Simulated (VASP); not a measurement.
# BN (zincblende type) (F-43m) in VASP: single point with PBE

Aim: the single point of BN (zincblende type) with PBE.

Program: VASP 6.6.1. These are calculated values, not measurements. Logs are shortened: lines on timing, memory, paths and dates and some standing lists are left out, and cuts for length are marked.

**1. The cell of the first run**

Symmetry: F-43m, No. 216, cubic system. The conventional cell has a = 3.625 Å, b = 3.625 Å, c = 3.625 Å, α = 90.00°, β = 90.00°, γ = 90.00°. B (site symmetry -43m) has 4 N at 1.57 Å within 2.1 Å. Within 2.1 Å of N (site symmetry -43m) lie 4 B at 1.57 Å.

**2. Single point, PBE**

INCAR

```
SYSTEM = BN
PREC = Accurate ; ENCUT = 520
EDIFF = 1E-7 ; ISMEAR = -5
SIGMA = 0.1 ; LREAL = .FALSE.
LASPH = .TRUE. ; NELM = 80
ALGO = Normal ; ISIF = 2
LWAVE = .FALSE. ; LCHARG = .FALSE.
GGA = PE ; NBANDS = 11
```

KPOINTS

```
Automatic mesh
0
G
  16 16 16
  0 0 0
```

POSCAR

```
BN
1.0
    0.0000000000      1.8123531715      1.8123531715
    1.8123531715      0.0000000000      1.8123531715
    1.8123531715      1.8123531715      0.0000000000
B N
1 1
Direct
    0.0000000000      0.0000000000      0.0000000000
    0.2500000000      0.2500000000      0.2500000000
```

Potentials or basis: VASP PAW PBE potentials, release 64 (B, N).

Started as:

```
> cat potpaw_PBE.64/B/POTCAR potpaw_PBE.64/N/POTCAR > POTCAR
> mpirun -np 1 vasp_std > vasp.out
```

OUTCAR:

```text
SYSTEM = BN
   PREC = Accurate
   ENCUT = 520
   EDIFF = 1E-7
   ISMEAR = -5
   LREAL = .FALSE.
   LASPH = .TRUE.
   NELM = 80
   ISIF = 2
   GGA = PE

 ion  position               nearest neighbor table
   1  0.000  0.000  0.000-   2 1.57   2 1.57   2 1.57   2 1.57
   2  0.250  0.250  0.250-   1 1.57   1 1.57   1 1.57   1 1.57

  LATTYP: Found a face centered cubic cell.
 ALAT       =     3.6247063430

  Lattice vectors:

 A1 = (   0.0000000000,   1.8123531715,   1.8123531715)
 A2 = (   1.8123531715,   0.0000000000,   1.8123531715)
 A3 = (   1.8123531715,   1.8123531715,   0.0000000000)

Analysis of symmetry for initial positions (statically):
=====================================================================
 Subroutine PRICEL returns:
 Original cell was already a primitive cell.

 Routine SETGRP: Setting up the symmetry group for a
 face centered cubic supercell.

 Subroutine GETGRP returns: Found 24 space group operations
 (whereof 24 operations were pure point group operations)
 out of a pool of 48 trial point group operations.

The static configuration has the point symmetry T_d .

Analysis of symmetry for dynamics (positions and initial velocities):
=====================================================================
 Subroutine PRICEL returns:
 Original cell was already a primitive cell.

 Routine SETGRP: Setting up the symmetry group for a
 face centered cubic supercell.

 Subroutine GETGRP returns: Found 24 space group operations
 (whereof 24 operations were pure point group operations)
 out of a pool of 48 trial point group operations.

The dynamic configuration has the point symmetry T_d .

 Subroutine INISYM returns: Found 24 space group operations
 (whereof 24 operations are pure point group operations),
 and found     1 'primitive' translations

----------------------------------------------------------------------------------------

                                     Primitive cell

  volume of cell :      11.9058

  direct lattice vectors                    reciprocal lattice vectors
     0.000000000  1.812353172  1.812353172    -0.275884418  0.275884418  0.275884418
     1.812353172  0.000000000  1.812353172     0.275884418 -0.275884418  0.275884418
     1.812353172  1.812353172  0.000000000     0.275884418  0.275884418 -0.275884418

  length of vectors
     2.563054435  2.563054435  2.563054435     0.477845829  0.477845829  0.477845829

  position of ions in fractional coordinates (direct lattice)
     0.000000000  0.000000000  0.000000000
     0.250000000  0.250000000  0.250000000

  ion indices of the primitive-cell ions
   primitive index   ion index
                 1           1
                 2           2

----------------------------------------------------------------------------------------

 KPOINTS: Automatic mesh

Automatic generation of k-mesh.
 Grid dimensions read from file:
 generate k-points for:   16   16   16

 Generating k-lattice:

  Cartesian coordinates                     Fractional coordinates (reciprocal lattice)
    -0.017242776  0.017242776  0.017242776     0.062500000  0.000000000  0.000000000
     0.017242776 -0.017242776  0.017242776     0.000000000  0.062500000  0.000000000
     0.017242776  0.017242776 -0.017242776     0.000000000  0.000000000  0.062500000

  Length of vectors
     0.029865364  0.029865364  0.029865364

  Shift w.r.t. Gamma in fractional coordinates (k-lattice)
     0.000000000  0.000000000  0.000000000

 TETIRR: Found    570 inequivalent tetrahedra from    24576

 Subroutine IBZKPT returns following result:
 ===========================================

 Found    145 irreducible k-points:

 Following reciprocal coordinates:
            Coordinates               Weight
  0.000000  0.000000  0.000000      1.000000
  0.062500  0.000000  0.000000      8.000000
  0.125000  0.000000  0.000000      8.000000
  0.187500  0.000000  0.000000      8.000000
  0.250000  0.000000  0.000000      8.000000
  0.312500  0.000000  0.000000      8.000000
[... 16 lines left out ...]
 -0.125000  0.062500  0.000000     24.000000
 -0.062500  0.062500  0.000000     12.000000
 [... further k-points ...]
   k-points           NKPTS =    145   k-points in BZ     NKDIM =    145   number of bands    NBANDS=     11
   number of dos      NEDOS =    301   number of ions     NIONS =      2
   total plane-waves  NPLWV =   8000
   dimension x,y,z NGX =    20 NGY =   20 NGZ =   20
   dimension x,y,z NGXF=    40 NGYF=   40 NGZF=   40
   ions per type =               1   1
   NGX,Y,Z   is equivalent  to a cutoff of  12.97, 12.97, 12.97 a.u.
   NGXF,Y,Z  is equivalent  to a cutoff of  25.94, 25.94, 25.94 a.u.
 SYSTEM =  BN
   PREC   = accura    normal or accurate (medium, high low for compatibility)
   ISTART =      0    job   : 0-new  1-cont  2-samecut
   ICHARG =      2    charge: 1-file 2-atom 10-const
   ISPIN  =      1    spin polarized calculation?
   LNONCOLLINEAR =      F non collinear calculations
   LSORBIT =      F    spin-orbit coupling
   LASPH  =      T    aspherical Exc in radial PAW
   ENCUT  =  520.0 eV  38.22 Ry    6.18 a.u.   4.77  4.77  4.77*2*pi/ulx,y,z
   NELM   =     80;   NELMIN=  2; NELMDL= -5     # of ELM steps
   EDIFF  = 0.1E-06   stopping-criterion for ELM
   LREAL  =      F    real-space projection
   EDIFFG = 0.1E-05   stopping-criterion for IOM
   NSW    =      0    number of steps for IOM
   IBRION =     -1    ionic relax: 0-MD 1-quasi-New 2-CG
   NFREE  =      0    steps in history (QN), initial steepest desc. (CG)
   ISIF   =      2    stress and relaxation
   ISYM   =      2    0-nonsym 1-usesym 2-fastsym
   POTIM  = 0.5000    time-step for ionic-motion
   TEBEG  =    0.0;   TEEND  =   0.0 temperature during run
   PSTRESS=    0.0 pullay stress
   NELECT =       8.0000    total number of electrons
   NUPDOWN=      -1.0000    fix difference up-down
   EMIN   =  10.00;   EMAX   =-10.00  energy-range for DOS
   EFERMI =   0.00;   METHOD = LEGACY
   ISMEAR =    -5;   SIGMA  =   0.10  broadening in eV -4-tet -1-fermi 0-gaus
   EFERMI_NEDOS =   21; number of points for ismear=-14 and -15
   IALGO  =     38    algorithm
   IMIX   =      4    mixing-type and parameters
     AMIX     =   0.40;   BMIX     =  1.00
     AMIX_MAG =   1.60;   BMIX_MAG =  1.00
  volume/ion in A,a.u.               =       5.95        40.17
  Fermi-wavevector in a.u.,A,eV,Ry     =   1.433899  2.709677 27.974494  2.056067
  Thomas-Fermi vector in A             =   2.553367
   LORBIT       =      0    0 simple, 1 ext, 2 COOP (PROOUT), +10 PAW based schemes
   GGA     = PE    functional components
   LHFCALC =     F    Hartree Fock is set to
   AEXX    =    0.0000 exact exchange contribution
   IVDW    =     0    specifies the selected vdW correction
   LEPSILON=     F    determine dielectric tensor
   LRPA    =     F    only Hartree local field effects (RPA)
 non-spin polarized calculation
 Fermi weights with tetrahedron method with Bloechl corrections
  energy-cutoff  :      520.00
  volume of cell :       11.91
 maximum number of plane-waves:       332
   NGX =  9   NGY =  9   NGZ =  9

 number of electron       7.9999999 magnetization

 Free energy of the ion-electron system (eV)
  ---------------------------------------------------
  ext. energy  EPLUGINS =         0.00000000
  ---------------------------------------------------
  free energy    TOTEN  =       -17.45100432 eV

  energy without entropy =      -17.45100432  energy(sigma->0) =      -17.45100432

 E-fermi :   7.3246     XC(G=0): -12.7824

 val. band max:        7.3041688861   @ k =   0.0000   0.0000   0.0000
 cond. band min:      11.7549692196   @ k =   0.5000   0.5000   0.0000
 fundamental gap:      4.4508003336
 Fermi energy:         7.3246307419

 k-point     1 :       0.0000    0.0000    0.0000
  band No.  band energies     occupation
      1     -12.8353      2.00000
      2       7.3042      2.00000
      3       7.3042      2.00000
      4       7.3042      2.00000
      5      16.0858      0.00000
      6      16.0858      0.00000
      7      16.0858      0.00000
      8      17.5230      0.00000
      9      31.9056      0.00000
     10      34.9747      0.00000
     11      34.9747      0.00000

 k-point     2 :       0.0625    0.0000    0.0000
  band No.  band energies     occupation
      1     -12.7407      2.00000
      2       6.7745      2.00000
      3       7.2009      2.00000
      4       7.2009      2.00000
      5      16.2112      0.00000
      6      16.2428      0.00000
      7      16.2428      0.00000
      8      17.8493      0.00000
      9      31.8021      0.00000
     10      33.3159      0.00000
     11      33.3159      0.00000

 k-point     3 :       0.1250    0.0000    0.0000
  band No.  band energies     occupation
      1     -12.4588      2.00000
      2       5.4385      2.00000
      3       6.9272      2.00000
      4       6.9272      2.00000
      5      16.4325      0.00000
      6      16.6516      0.00000
      7      16.6516      0.00000
      8      18.7181      0.00000
      9      31.4867      0.00000
     10      31.8769      0.00000
     11      31.8769      0.00000

 k-point     4 :       0.1875    0.0000    0.0000
  band No.  band energies     occupation
      1     -11.9962      2.00000
      2       3.7083      2.00000
      3       6.5628      2.00000
      4       6.5628      2.00000
      5      16.6521      0.00000
      6      17.1580      0.00000
      7      17.1580      0.00000
      8      19.7862      0.00000
      9      31.0170      0.00000
     10      31.0170      0.00000
     11      31.0429      0.00000

 k-point     5 :       0.2500    0.0000    0.0000
  band No.  band energies     occupation
      1     -11.3665      2.00000
      2       1.8578      2.00000
      3       6.1855      2.00000
      4       6.1855      2.00000
      5      16.8664      0.00000
      6      17.5943      0.00000
      7      17.5943      0.00000
      8      20.7690      0.00000
      9      30.6523      0.00000
     10      30.8283      0.00000
     11      30.8283      0.00000
[... 211 lines left out ...]
 k-point    21 :      -0.2500    0.0625    0.0000
  band No.  band energies     occupation
      1     -11.0452      2.00000
      2       1.2777      2.00000
      3       5.3925      2.00000
      4       6.2936      2.00000
      5      17.1566      0.00000
      6      17.5286      0.00000
      7      18.0288      0.00000
      8      20.9907      0.00000
      9      29.7097      0.00000
     10      29.9317      0.00000
     11      33.0290      0.00000

 k-point    22 :      -0.1875    0.0625    0.0000
  band No.  band energies     occupation
      1     -11.7228      2.00000
      2       3.0940      2.00000
      3       5.7445      2.00000
      4       6.6815      2.00000
      5      16.8934      0.00000
      6      17.0927      0.00000
      7      17.7385      0.00000
      8      20.1465      0.00000
      9      29.6704      0.00000
     10      30.0304      0.00000
     11      33.0872      0.00000

 k-point    23 :      -0.1250    0.0625    0.0000
  band No.  band energies     occupation
      1     -12.2415      2.00000
      2       4.8263      2.00000
      3       6.1710      2.00000
      4       7.0138      2.00000
      5      16.5876      0.00000
      6      16.6251      0.00000
      7      17.2806      0.00000
      8      19.2001      0.00000
      9      30.3172      0.00000
     10      30.5165      0.00000
     11      33.3043      0.00000

 k-point    24 :      -0.0625    0.0625    0.0000
  band No.  band energies     occupation
      1     -12.5837      2.00000
      2       6.1810      2.00000
      3       6.6758      2.00000
      4       7.2088      2.00000
      5      16.2940      0.00000
      6      16.2951      0.00000
      7      16.7688      0.00000
      8      18.3267      0.00000
      9      31.2930      0.00000
     10      31.5673      0.00000
     11      33.5163      0.00000

 [... further k-points ...]

------------------------ aborting loop because EDIFF is reached ----------------------------------------

  FORCE on cell =-STRESS in cart. coord.  units (eV):
  Direction    XX          YY          ZZ          XY          YZ          ZX
  --------------------------------------------------------------------------------------
  -------------------------------------------------------------------------------------
  Total        0.0172660      0.0172660      0.0172660     -0.0000000      0.0000000     -0.0000000
  in kB        2.3235103      2.3235103      2.3235103     -0.0000000      0.0000000     -0.0000000
  external PRESSURE =       2.3235103 kB  Pullay stress =       0.0000000 kB

 VOLUME and BASIS-vectors are now :
 -----------------------------------------------------------------------------
  energy-cutoff  :      520.00
  volume of cell :       11.91
      direct lattice vectors                 reciprocal lattice vectors
     0.000000000  1.812353172  1.812353172    -0.275884418  0.275884418  0.275884418
     1.812353172  0.000000000  1.812353172     0.275884418 -0.275884418  0.275884418
     1.812353172  1.812353172  0.000000000     0.275884418  0.275884418 -0.275884418

 POSITION                                       TOTAL-FORCE (eV/Angst)
 -----------------------------------------------------------------------------------
      0.00000      0.00000      0.00000         0.000000      0.000000      0.000000
      0.90618      0.90618      0.90618        -0.000000     -0.000000     -0.000000
 -----------------------------------------------------------------------------------
    total drift:                                0.000000      0.000000      0.000000

  FREE ENERGIE OF THE ION-ELECTRON SYSTEM (eV)
  ---------------------------------------------------
  free  energy   TOTEN  =       -17.4510043250 eV

  energy  without entropy=      -17.4510043250  energy(sigma->0) =      -17.45100432
```

Wall time 29 s (1 thread of AMD EPYC 9R45, shared host); peak memory 0.1 GiB.

What came out:

* Free energy: -17.4510 eV
* Pressure: 0.2 GPa
* Band gap on the k mesh: 4.45 eV, indirect (least direct gap 8.78 eV)

A k mesh can miss the band edges.
